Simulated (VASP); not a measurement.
# SnS2 (P-3m1) in VASP: notebook

SnS2 is run at these levels: r2SCAN; tasks: relaxation of shape and atoms at fixed volume.

Program: VASP 6.6.1. These are calculated values, not measurements. Logs are shortened: lines on timing, memory, paths and dates and some standing lists are left out, and cuts for length are marked.

## (1) The cell of the first run

It takes space group P-3m1 (No. 164, trigonal). Conventional cell: a = 3.710 Å, b = 3.710 Å, c = 6.327 Å, α = 90.00°, β = 90.00°, γ = 120.00°. Within 3.4 Å of Sn (site symmetry -3m) lie 6 S at 2.60 Å. Within 3.4 Å of S (site symmetry 3m) lie 3 Sn at 2.60 Å.

## (2) Relaxation of shape and atoms at fixed volume, r2SCAN (25.13 Å³/atom)

POSCAR

```
SnS2
1.0
    3.7096763998      0.0000000000      0.0000000000
   -1.8548381999      3.2126740021      0.0000000000
    0.0000000000      0.0000000000      6.3267748552
Sn S
1 2
Direct
    0.0000000000      0.0000000000      0.0000000000
    0.3333333333      0.6666666667      0.2333701593
    0.6666666667      0.3333333333      0.7666298407
```

INCAR.step1

```
SYSTEM = SnS2
PREC     = Accurate       ! precision mode
ENCUT    = 550            ! plane-wave cutoff, eV
ISMEAR   = 0              ! smearing method
SIGMA    = 0.02           ! smearing width, eV
LREAL    = .FALSE.        ! projectors in reciprocal space
LASPH    = .TRUE.         ! aspherical terms in the spheres
NELM     = 120            ! most SCF steps
GGA      = PE             ! functional
ALGO     = Normal         ! electronic algorithm
EDIFF    = 1E-5           ! SCF threshold, eV
LWAVE    = .TRUE.         ! write WAVECAR
LCHARG   = .FALSE.        ! write CHGCAR
GGA_COMPAT= .FALSE.      
IBRION   = 2              ! ionic algorithm
ISIF     = 3              ! what is computed and relaxed
EDIFFG   = -0.005         ! ionic threshold
NELMIN   = 4            
NSW      = 100            ! ionic steps
```

INCAR.step2

```
SYSTEM = SnS2
PREC     = Accurate       ! precision mode
ENCUT    = 550            ! plane-wave cutoff, eV
EDIFF    = 1E-7           ! SCF threshold, eV
ISMEAR   = 0              ! smearing method
SIGMA    = 0.02           ! smearing width, eV
LREAL    = .FALSE.        ! projectors in reciprocal space
LASPH    = .TRUE.         ! aspherical terms in the spheres
NELM     = 120            ! most SCF steps
ALGO     = Normal         ! electronic algorithm
ISIF     = 4              ! what is computed and relaxed
LWAVE    = .FALSE.        ! write WAVECAR
LCHARG   = .FALSE.        ! write CHGCAR
METAGGA  = R2SCAN         ! meta-GGA
LMIXTAU  = .TRUE.       
IBRION   = 2              ! ionic algorithm
NSW      = 50             ! ionic steps
EDIFFG   = -0.01          ! ionic threshold
ISTART   = 1            
GGA_COMPAT= .FALSE.      
NELMIN   = 4
```

KPOINTS

```
Automatic mesh
0
G
  12 12 6
  0 0 0
```

Potentials or basis: VASP PAW PBE potentials, release 64 (Sn_d, S).

The run is started by

```console
$ cat potpaw_PBE.64/Sn_d/POTCAR potpaw_PBE.64/S/POTCAR > POTCAR
$ cp INCAR.step1 INCAR
$ mpirun -np 1 vasp_std > vasp.out
$ cp INCAR.step2 INCAR
$ mpirun -np 1 vasp_std > vasp.out
```

OUTCAR:

```text
SYSTEM = SnS2
   PREC = Accurate
   ENCUT = 550
   EDIFF = 1E-7
   ISMEAR = 0
   LREAL = .FALSE.
   LASPH = .TRUE.
   NELM = 120
   ISIF = 4
   METAGGA = R2SCAN
   IBRION = 2
   NSW = 50
   EDIFFG = -0.01
   ISTART = 1
   NELMIN = 4

 ion  position               nearest neighbor table
   1  0.000  0.000  0.000-   2 2.60   3 2.60   3 2.60   2 2.60   3 2.60   2 2.60
   2  0.333  0.667  0.233-   1 2.60   1 2.60   1 2.60
   3  0.667  0.333  0.767-   1 2.60   1 2.60   1 2.60

  LATTYP: Found a hexagonal cell.
 ALAT       =     3.7096763998
 C/A-ratio  =     1.7054789080

  Lattice vectors:

 A1 = (   3.7096763998,   0.0000000000,   0.0000000000)
 A2 = (  -1.8548381999,   3.2126740021,   0.0000000000)
 A3 = (   0.0000000000,   0.0000000000,   6.3267748552)

Analysis of symmetry for initial positions (statically):
=====================================================================
 Subroutine PRICEL returns:
 Original cell was already a primitive cell.

 Routine SETGRP: Setting up the symmetry group for a
 hexagonal supercell.

 Subroutine GETGRP returns: Found 12 space group operations
 (whereof 12 operations were pure point group operations)
 out of a pool of 24 trial point group operations.

The static configuration has the point symmetry D_3d.

Analysis of symmetry for dynamics (positions and initial velocities):
=====================================================================
 Subroutine PRICEL returns:
 Original cell was already a primitive cell.

 Routine SETGRP: Setting up the symmetry group for a
 hexagonal supercell.

 Subroutine GETGRP returns: Found 12 space group operations
 (whereof 12 operations were pure point group operations)
 out of a pool of 24 trial point group operations.

The dynamic configuration has the point symmetry D_3d.

 Subroutine INISYM returns: Found 12 space group operations
 (whereof 12 operations are pure point group operations),
 and found     1 'primitive' translations

----------------------------------------------------------------------------------------

                                     Primitive cell

  volume of cell :      75.4024

  direct lattice vectors                    reciprocal lattice vectors
     3.709676400  0.000000000  0.000000000     0.269565291  0.155633594  0.000000000
    -1.854838200  3.212674002  0.000000000     0.000000000  0.311267187  0.000000000
     0.000000000  0.000000000  6.326774855     0.000000000  0.000000000  0.158058414

  length of vectors
     3.709676400  3.709676400  6.326774855     0.311267187  0.311267187  0.158058414

  position of ions in fractional coordinates (direct lattice)
     0.000000000  0.000000000  0.000000000
     0.333333333  0.666666667  0.233370159
     0.666666667  0.333333333  0.766629841

  ion indices of the primitive-cell ions
   primitive index   ion index
                 1           1
                 2           2
                 3           3

----------------------------------------------------------------------------------------

 KPOINTS: Automatic mesh

Automatic generation of k-mesh.
 Grid dimensions read from file:
 generate k-points for:   12   12    6

 Generating k-lattice:

  Cartesian coordinates                     Fractional coordinates (reciprocal lattice)
     0.022463774  0.012969466  0.000000000     0.083333333  0.000000000  0.000000000
     0.000000000  0.025938932  0.000000000     0.000000000  0.083333333  0.000000000
     0.000000000  0.000000000  0.026343069     0.000000000  0.000000000  0.166666667

  Length of vectors
     0.025938932  0.025938932  0.026343069

  Shift w.r.t. Gamma in fractional coordinates (k-lattice)
     0.000000000  0.000000000  0.000000000

 Subroutine IBZKPT returns following result:
 ===========================================

 Found    100 irreducible k-points:

 Following reciprocal coordinates:
            Coordinates               Weight
  0.000000  0.000000  0.000000      1.000000
  0.083333  0.000000  0.000000      6.000000
  0.166667  0.000000  0.000000      6.000000
  0.250000  0.000000  0.000000      6.000000
  0.333333  0.000000  0.000000      6.000000
  0.416667  0.000000  0.000000      6.000000
[... 16 lines left out ...]
  0.166667  0.000000  0.166667      6.000000
  0.000000  0.166667  0.166667      6.000000
 [... further k-points ...]
   k-points           NKPTS =    100   k-points in BZ     NKDIM =    100   number of bands    NBANDS=     17
   number of dos      NEDOS =    301   number of ions     NIONS =      3
   total plane-waves  NPLWV =  37632
   dimension x,y,z NGX =    28 NGY =   28 NGZ =   48
   dimension x,y,z NGXF=    56 NGYF=   56 NGZF=   96
   ions per type =               1   2
   NGX,Y,Z   is equivalent  to a cutoff of  12.55, 12.55, 12.61 a.u.
   NGXF,Y,Z  is equivalent  to a cutoff of  25.10, 25.10, 25.23 a.u.
 SYSTEM =  SnS2
   PREC   = accura    normal or accurate (medium, high low for compatibility)
   ISTART =      1    job   : 0-new  1-cont  2-samecut
   ICHARG =      0    charge: 1-file 2-atom 10-const
   ISPIN  =      1    spin polarized calculation?
   LNONCOLLINEAR =      F non collinear calculations
   LSORBIT =      F    spin-orbit coupling
   LASPH  =      T    aspherical Exc in radial PAW
   ENCUT  =  550.0 eV  40.42 Ry    6.36 a.u.   7.09  7.09 12.10*2*pi/ulx,y,z
   NELM   =    120;   NELMIN=  4; NELMDL=  0     # of ELM steps
   EDIFF  = 0.1E-06   stopping-criterion for ELM
   LREAL  =      F    real-space projection
   EDIFFG = -.1E-01   stopping-criterion for IOM
   NSW    =     50    number of steps for IOM
   IBRION =      2    ionic relax: 0-MD 1-quasi-New 2-CG
   NFREE  =      1    steps in history (QN), initial steepest desc. (CG)
   ISIF   =      4    stress and relaxation
   ISYM   =      2    0-nonsym 1-usesym 2-fastsym
   POTIM  = 0.5000    time-step for ionic-motion
   TEBEG  =    0.0;   TEEND  =   0.0 temperature during run
   PSTRESS=    0.0 pullay stress
   NELECT =      26.0000    total number of electrons
   NUPDOWN=      -1.0000    fix difference up-down
   EMIN   =  10.00;   EMAX   =-10.00  energy-range for DOS
   EFERMI =   0.00;   METHOD = LEGACY
   ISMEAR =     0;   SIGMA  =   0.02  broadening in eV -4-tet -1-fermi 0-gaus
   EFERMI_NEDOS =   21; number of points for ismear=-14 and -15
   IALGO  =     38    algorithm
   IMIX   =      4    mixing-type and parameters
     AMIX     =   0.40;   BMIX     =  1.00
     AMIX_MAG =   1.60;   BMIX_MAG =  1.00
  volume/ion in A,a.u.               =      25.13       169.61
  Fermi-wavevector in a.u.,A,eV,Ry     =   1.147989  2.169384 17.930818  1.317878
  Thomas-Fermi vector in A             =   2.284666
   LORBIT       =      0    0 simple, 1 ext, 2 COOP (PROOUT), +10 PAW based schemes
   METAGGA = R2SCAN    functional components
   LHFCALC =     F    Hartree Fock is set to
   AEXX    =    0.0000 exact exchange contribution
   IVDW    =     0    specifies the selected vdW correction
   LEPSILON=     F    determine dielectric tensor
   LRPA    =     F    only Hartree local field effects (RPA)
 conjugate gradient relaxation of ions
 non-spin polarized calculation
 Gauss-broadening in eV      SIGMA  =   0.02
  energy-cutoff  :      550.00
  volume of cell :       75.40
 maximum number of plane-waves:      2232
   NGX = 15   NGY = 15   NGZ = 25

--------------------------------------- Ionic step        1  -------------------------------------------

 number of electron      25.9999999 magnetization

 Free energy of the ion-electron system (eV)
  ---------------------------------------------------
  ext. energy  EPLUGINS =         0.00000000
  ---------------------------------------------------
  free energy    TOTEN  =       -42.21879794 eV

  energy without entropy =      -42.21879794  energy(sigma->0) =      -42.21879794

------------------------ aborting loop because EDIFF is reached ----------------------------------------

  FORCE on cell =-STRESS in cart. coord.  units (eV):
  Direction    XX          YY          ZZ          XY          YZ          ZX
  --------------------------------------------------------------------------------------
  -------------------------------------------------------------------------------------
  Total       -1.0761147     -1.0761147     -0.9198596      0.0000000     -0.0000000      0.0000000
  in kB      -22.8656777    -22.8656778    -19.5455125      0.0000000     -0.0000000      0.0000000
  external PRESSURE =     -21.7589560 kB  Pullay stress =       0.0000000 kB
[... 170 lines left out ...]
  energy  without entropy=      -42.2314375823  energy(sigma->0) =      -42.23143758

--------------------------------------- Ionic step        6  -------------------------------------------

 number of electron      26.0000015 magnetization

 Free energy of the ion-electron system (eV)
  ---------------------------------------------------
  ext. energy  EPLUGINS =         0.00000000
  ---------------------------------------------------
  free energy    TOTEN  =       -42.23199796 eV

  energy without entropy =      -42.23199796  energy(sigma->0) =      -42.23199796

 E-fermi :   3.2294     XC(G=0):  -9.5488

 val. band max:        3.1062234908   @ k =   0.1667   0.0000   0.1667
 cond. band min:       5.0223871855   @ k =   0.5000   0.0000   0.3333
 fundamental gap:      1.9161636946
 Fermi energy:         3.2293790456

 k-point     1 :       0.0000    0.0000    0.0000
  band No.  band energies     occupation
      1     -18.2987      2.00000
      2     -18.2987      2.00000
      3     -18.2343      2.00000
      4     -18.2128      2.00000
      5     -18.2128      2.00000
      6     -10.8984      2.00000
[... 9 lines left out ...]
     16       9.0462      0.00000
     17       9.0462      0.00000
[... 443 lines left out ...]
      1     -18.3188      2.00000
      2     -18.2865      2.00000
      3     -18.2260      2.00000
      4     -18.2172      2.00000
      5     -18.2089      2.00000
      6     -10.5767      2.00000
[... 9 lines left out ...]
     16       9.4554      0.00000
     17       9.6823      0.00000

 [... further k-points ...]

------------------------ aborting loop because EDIFF is reached ----------------------------------------

  FORCE on cell =-STRESS in cart. coord.  units (eV):
  Direction    XX          YY          ZZ          XY          YZ          ZX
  --------------------------------------------------------------------------------------
  -------------------------------------------------------------------------------------
  Total       -0.1314051     -0.1314051     -0.1317225     -0.0000000      0.0000000      0.0000000
  in kB       -2.7921433     -2.7921433     -2.7988888     -0.0000000      0.0000000      0.0000000
  external PRESSURE =      -2.7943918 kB  Pullay stress =       0.0000000 kB
[... 18 lines left out ...]
  FREE ENERGIE OF THE ION-ELECTRON SYSTEM (eV)
  ---------------------------------------------------
  free  energy   TOTEN  =       -42.2319979583 eV

  energy  without entropy=      -42.2319979583  energy(sigma->0) =      -42.23199796

 reached required accuracy - stopping structural energy minimisation
```

Run time: 2.7 h. Hardware: 1 thread of Intel Xeon 8259CL, shared host; peak memory 0.27 GiB.

What came out:

* Free energy: -42.2320 eV
* Energy gained by relaxing: 4.4 meV/atom
* Ionic steps: 6
* Pressure after relaxing: -0.3 GPa
* Largest force after relaxing: 0.004 eV/Å
* Band gap on the k mesh: 1.92 eV (least direct gap 2.21 eV)

Forces on the atoms (eV/Å):
```
Sn   0.000  0.000  0.000
S    0.000  0.000  0.004
S    0.000  0.000 -0.004
```

The path:
```
step  energy change (eV)  largest force (eV/Å)  pressure (GPa)  volume (Å³)
   1              0.0000                0.2867           -2.18        75.40
   2             -0.0065                0.1551           -1.61        75.40
   3             -0.0095                0.0831           -0.60        75.40
   4             -0.0097                0.0328           -0.82        75.40
   5             -0.0126                0.0163           -0.50        75.40
   6             -0.0132                0.0039           -0.28        75.40
```

Final structure:
```
Sn S
1.0
     3.67688    0.00000    0.00000
    -1.83844    3.18427    0.00000
     0.00000    0.00000    6.44014
Sn S
1 2
Direct
  0.00000 0.00000 0.00000
  0.33333 0.66667 0.22694
  0.66667 0.33333 0.77306
```

Caveat: the PAW data sets were made with another functional, which shifts forces and pressure a little; spin-orbit coupling is left out, which moves the levels of the heavy elements. A k mesh can miss the band edges.

(Continued in part 2 of 2.)
